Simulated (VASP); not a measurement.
# GaAs in VASP: notebook, part 2 of 4

VASP 6.6.1. Earlier steps stand in the parts before.

## Step 3: Single point, PBE

This run uses another cell than the first one.

Input file INCAR:

```
ALGO     = Normal         # electronic algorithm
DIPOL    = 0.5 0.5 0.500
EDIFF    = 1E-6           # SCF threshold, eV
ENCUT    = 520            # plane-wave cutoff, eV
GGA      = PE             # functional
IDIPOL   = 3            
ISIF     = 2              # what is computed and relaxed
ISMEAR   = 0              # smearing method
LASPH    = T              # aspherical terms in the spheres
LCHARG   = F              # write CHGCAR
LDIPOL   = T            
LREAL    = F              # projectors in reciprocal space
LWAVE    = F              # write WAVECAR
NBANDS   = 26             # bands
NELM     = 100            # most SCF steps
PREC     = Accurate       # precision mode
SIGMA    = 0.1            # smearing width, eV
```

Input file KPOINTS:

```
k-points
0
Gamma
  4 4 1
```

Input file POSCAR:

```
GaAs
1.0
    7.0456690000      0.0000000000      0.0000000000
    0.0000000000      7.0456690000      0.0000000000
    0.0000000000      0.0000000000     15.0000000000
Ga As
2 2
Direct
    0.5000000000      0.0000000000      0.5142871900
    0.0000000000      0.5000000000      0.4857128100
    0.0000000000      0.0000000000      0.5000000000
    0.5000000000      0.5000000000      0.5000000000
```

Potentials or basis: VASP PAW PBE potentials, release 64 (Ga_d, As).

Launch:

```sh
$ cat potpaw_PBE.64/Ga_d/POTCAR potpaw_PBE.64/As/POTCAR > POTCAR
$ mpirun -np 1 vasp_std > vasp.out
```

OUTCAR:

```text
EDIFF = 1E-6
   ENCUT = 520
   GGA = PE
   ISIF = 2
   ISMEAR = 0
   LASPH = T
   LREAL = F
   NELM = 100
   PREC = Accurate

 ion  position               nearest neighbor table
   1  0.500  0.000  0.514-
   2  0.000  0.500  0.486-
   3  0.000  0.000  0.500-
   4  0.500  0.500  0.500-

  LATTYP: Found a simple tetragonal cell.
 ALAT       =     7.0456690000
 C/A-ratio  =     2.1289674550

  Lattice vectors:

 A1 = (   7.0456690000,   0.0000000000,   0.0000000000)
 A2 = (   0.0000000000,   7.0456690000,   0.0000000000)
 A3 = (   0.0000000000,   0.0000000000,  15.0000000000)

Analysis of symmetry for initial positions (statically):
=====================================================================
 Subroutine PRICEL returns:
 Original cell was already a primitive cell.

 Routine SETGRP: Setting up the symmetry group for a
 simple tetragonal supercell.

 Subroutine GETGRP returns: Found 16 space group operations
 (whereof  8 operations were pure point group operations)
 out of a pool of 16 trial point group operations.

The static configuration has the point symmetry D_2d.
 The point group associated with its full space group is D_4h.

Analysis of symmetry for dynamics (positions and initial velocities):
=====================================================================
 Subroutine PRICEL returns:
 Original cell was already a primitive cell.

 Routine SETGRP: Setting up the symmetry group for a
 simple tetragonal supercell.

 Subroutine GETGRP returns: Found 16 space group operations
 (whereof  8 operations were pure point group operations)
 out of a pool of 16 trial point group operations.

The dynamic configuration has the point symmetry D_2d.
 The point group associated with its full space group is D_4h.

 Subroutine INISYM returns: Found 16 space group operations
 (whereof  8 operations are pure point group operations),
 and found     1 'primitive' translations

----------------------------------------------------------------------------------------

                                     Primitive cell

  volume of cell :     744.6218

  direct lattice vectors                    reciprocal lattice vectors
     7.045669000  0.000000000  0.000000000     0.141931164  0.000000000  0.000000000
     0.000000000  7.045669000  0.000000000     0.000000000  0.141931164  0.000000000
     0.000000000  0.000000000 15.000000000     0.000000000  0.000000000  0.066666667

  length of vectors
     7.045669000  7.045669000 15.000000000     0.141931164  0.141931164  0.066666667

  position of ions in fractional coordinates (direct lattice)
     0.500000000  0.000000000  0.514287190
     0.000000000  0.500000000  0.485712810
     0.000000000  0.000000000  0.500000000
     0.500000000  0.500000000  0.500000000

  ion indices of the primitive-cell ions
   primitive index   ion index
                 1           1
                 2           2
                 3           3
                 4           4

----------------------------------------------------------------------------------------

 KPOINTS: k-points
[... 25 lines left out ...]
  0.000000  0.000000  0.000000      1.000000
  0.250000  0.000000  0.000000      4.000000
  0.500000  0.000000  0.000000      2.000000
  0.250000  0.250000  0.000000      4.000000
  0.500000  0.250000  0.000000      4.000000
  0.500000  0.500000  0.000000      1.000000
   k-points           NKPTS =      6   k-points in BZ     NKDIM =      6   number of bands    NBANDS=     26
   number of dos      NEDOS =    301   number of ions     NIONS =      4
   total plane-waves  NPLWV = 326592
   dimension x,y,z NGX =    54 NGY =   54 NGZ =  112
   dimension x,y,z NGXF=   108 NGYF=  108 NGZF=  224
   ions per type =               2   2
   NGX,Y,Z   is equivalent  to a cutoff of  12.74, 12.74, 12.41 a.u.
   NGXF,Y,Z  is equivalent  to a cutoff of  25.48, 25.48, 24.83 a.u.
 SYSTEM =  unknown system
   PREC   = accura    normal or accurate (medium, high low for compatibility)
   ISTART =      0    job   : 0-new  1-cont  2-samecut
   ICHARG =      2    charge: 1-file 2-atom 10-const
   ISPIN  =      1    spin polarized calculation?
   LNONCOLLINEAR =      F non collinear calculations
   LSORBIT =      F    spin-orbit coupling
   LASPH  =      T    aspherical Exc in radial PAW
   ENCUT  =  520.0 eV  38.22 Ry    6.18 a.u.  13.10 13.10 27.89*2*pi/ulx,y,z
   NELM   =    100;   NELMIN=  2; NELMDL= -5     # of ELM steps
   EDIFF  = 0.1E-05   stopping-criterion for ELM
   LREAL  =      F    real-space projection
   EDIFFG = 0.1E-04   stopping-criterion for IOM
   NSW    =      0    number of steps for IOM
   IBRION =     -1    ionic relax: 0-MD 1-quasi-New 2-CG
   NFREE  =      0    steps in history (QN), initial steepest desc. (CG)
   ISIF   =      2    stress and relaxation
   ISYM   =      2    0-nonsym 1-usesym 2-fastsym
   POTIM  = 0.5000    time-step for ionic-motion
   TEBEG  =    0.0;   TEEND  =   0.0 temperature during run
   PSTRESS=    0.0 pullay stress
   NELECT =      36.0000    total number of electrons
   NUPDOWN=      -1.0000    fix difference up-down
   EMIN   =  10.00;   EMAX   =-10.00  energy-range for DOS
   EFERMI =   0.00;   METHOD = LEGACY
   ISMEAR =     0;   SIGMA  =   0.10  broadening in eV -4-tet -1-fermi 0-gaus
   EFERMI_NEDOS =   21; number of points for ismear=-14 and -15
   IALGO  =     38    algorithm
   IMIX   =      4    mixing-type and parameters
     AMIX     =   0.40;   BMIX     =  1.00
     AMIX_MAG =   1.60;   BMIX_MAG =  1.00
  volume/ion in A,a.u.               =     186.16      1256.24
  Fermi-wavevector in a.u.,A,eV,Ry     =   0.596390  1.127014  4.839336  0.355681
  Thomas-Fermi vector in A             =   1.646718
   LORBIT       =      0    0 simple, 1 ext, 2 COOP (PROOUT), +10 PAW based schemes
   GGA     = PE    functional components
   LHFCALC =     F    Hartree Fock is set to
   AEXX    =    0.0000 exact exchange contribution
   IVDW    =     0    specifies the selected vdW correction
   LEPSILON=     F    determine dielectric tensor
   LRPA    =     F    only Hartree local field effects (RPA)
 non-spin polarized calculation
 Gauss-broadening in eV      SIGMA  =   0.10
  energy-cutoff  :      520.00
  volume of cell :      744.62
 maximum number of plane-waves:     20084
 NGX is ok and might be reduce to    54
   NGX = 27   NGY = 27   NGZ = 55

 dipolmoment           0.000000      0.000000      0.000000 electrons x Angstroem

 number of electron      35.9999985 magnetization

 dipolmoment           0.000000      0.000000     -0.000000 electrons x Angstroem

 Free energy of the ion-electron system (eV)
  ---------------------------------------------------
  ext. energy  EPLUGINS =         0.00000000
  ---------------------------------------------------
  free energy    TOTEN  =        -8.45886340 eV

  energy without entropy =       -8.39195394  energy(sigma->0) =       -8.42540867

 E-fermi :  -3.6934     XC(G=0):  -2.3846

 val. band max:       -3.6985102963   @ k =   0.5000   0.5000   0.0000
 cond. band min:      -3.6225703215   @ k =   0.2500   0.0000   0.0000
 fundamental gap:      0.0759399749
 Fermi energy:        -3.6934109673

 k-point     1 :       0.0000    0.0000    0.0000
  band No.  band energies     occupation
      1     -18.7032      2.00000
      2     -18.7018      2.00000
      3     -18.6780      2.00000
      4     -18.6780      2.00000
      5     -18.6777      2.00000
      6     -18.6777      2.00000
[... 163 lines left out ...]
     25      -1.1144      0.00000
     26      -1.1144      0.00000

------------------------ aborting loop because EDIFF is reached ----------------------------------------

 vacuum level on the upper side and lower side of the slab       (xc-potential included)        -0.107        -0.107

  FORCE on cell =-STRESS in cart. coord.  units (eV):
  Direction    XX          YY          ZZ          XY          YZ          ZX
  --------------------------------------------------------------------------------------
  -------------------------------------------------------------------------------------
  Total       -9.5984634     -9.5984634     -0.0725530      0.0000000      0.0000000     -0.0000000
  in kB      -20.6526870    -20.6526870     -0.1561098      0.0000000      0.0000000     -0.0000000
  external PRESSURE =     -13.8204946 kB  Pullay stress =       0.0000000 kB

 VOLUME and BASIS-vectors are now :
 -----------------------------------------------------------------------------
  energy-cutoff  :      520.00
  volume of cell :      744.62
      direct lattice vectors                 reciprocal lattice vectors
     7.045669000  0.000000000  0.000000000     0.141931164  0.000000000  0.000000000
     0.000000000  7.045669000  0.000000000     0.000000000  0.141931164  0.000000000
     0.000000000  0.000000000 15.000000000     0.000000000  0.000000000  0.066666667

 POSITION                                       TOTAL-FORCE (eV/Angst)
 -----------------------------------------------------------------------------------
      3.52283      0.00000      7.71431        -0.000000      0.000000     -0.167462
      0.00000      3.52283      7.28569         0.000000      0.000000      0.167462
      0.00000      0.00000      7.50000         0.000000     -0.000000      0.000000
      3.52283      3.52283      7.50000         0.000000      0.000000      0.000000
 -----------------------------------------------------------------------------------
    total drift:                                0.000000      0.000000     -0.000000

  FREE ENERGIE OF THE ION-ELECTRON SYSTEM (eV)
  ---------------------------------------------------
  free  energy   TOTEN  =        -8.4588633992 eV

  energy  without entropy=       -8.3919539422  energy(sigma->0) =       -8.42540867

 vacuum level on the upper side and lower side of the slab         1.073         1.073
```

Run time: 98 s. Hardware: 1 thread of Intel Xeon 6975P-C (Granite Rapids), shared host; peak memory 0.65 GiB.

What came out:

```
Free energy            : -8.4589 eV
Largest force          : 0.167 eV/Å
Band gap on the k mesh : zero (bands 18 and 19 overlap by 0.55 eV)
```

Forces on the atoms (eV/Å):
```
Ga   0.000  0.000 -0.167
Ga   0.000  0.000  0.167
As   0.000  0.000  0.000
As   0.000  0.000  0.000
```

## Step 4: Single point, PBE

This run uses another cell than the first one.

Input file INCAR:

```
SYSTEM = GaAs
PREC = Accurate
ENCUT = 520
EDIFF = 1E-6
ISMEAR = 0
SIGMA = 0.1
LREAL = .False.
LASPH = .True.
NELM = 60
ALGO = Normal
ISIF = 2
LWAVE = .False.
LCHARG = .False.
LDIPOL = .True.
IDIPOL = 3
DIPOL = 0.5 0.5 0.500
GGA = PE
NBANDS = 26
```

Input file KPOINTS:

```
Automatic mesh
0
Gamma
  4 4 1
  0 0 0
```

POSCAR is that of step 3.

Launch:

```sh
$ cat potpaw_PBE.64/Ga_d/POTCAR potpaw_PBE.64/As/POTCAR > POTCAR
$ mpirun -np 1 vasp_std > vasp.out
```

It took 94 s on 1 thread of Intel Xeon 6975P-C (Granite Rapids), shared host; peak memory 0.65 GiB.

It converged, with:

* Free energy: -8.4589 eV
* Largest force: 0.167 eV/Å
* Band gap on the k mesh: zero (bands 18 and 19 overlap by 0.55 eV)

Forces in eV/Å, atoms in the order of the input:
```
Ga   0.000  0.000 -0.167
Ga   0.000  0.000  0.167
As   0.000  0.000  0.000
As   0.000  0.000  0.000
```

Levels at points of the mesh, in eV from the Fermi level:
```
           k point  band 14  band 15  band 16  band 17  band 18  band 19  band 20  band 21  band 22  band 23
(0.00, 0.00, 0.00)    -4.30    -1.36    -1.36    -0.40    -0.36    -0.36     0.17     2.30     2.56     4.06
(0.50, 0.00, 0.00)    -4.60    -0.93    -0.93    -0.11    -0.11     0.31     0.31     2.20     2.20     2.45
(0.50, 0.50, 0.00)    -4.83    -0.01    -0.01     0.19     0.19     0.50     0.50     1.88     1.88     1.95
```

[end of part 2 of 4]

The gap in the log of VASP goes by the Fermi energy; the results here count the filled bands.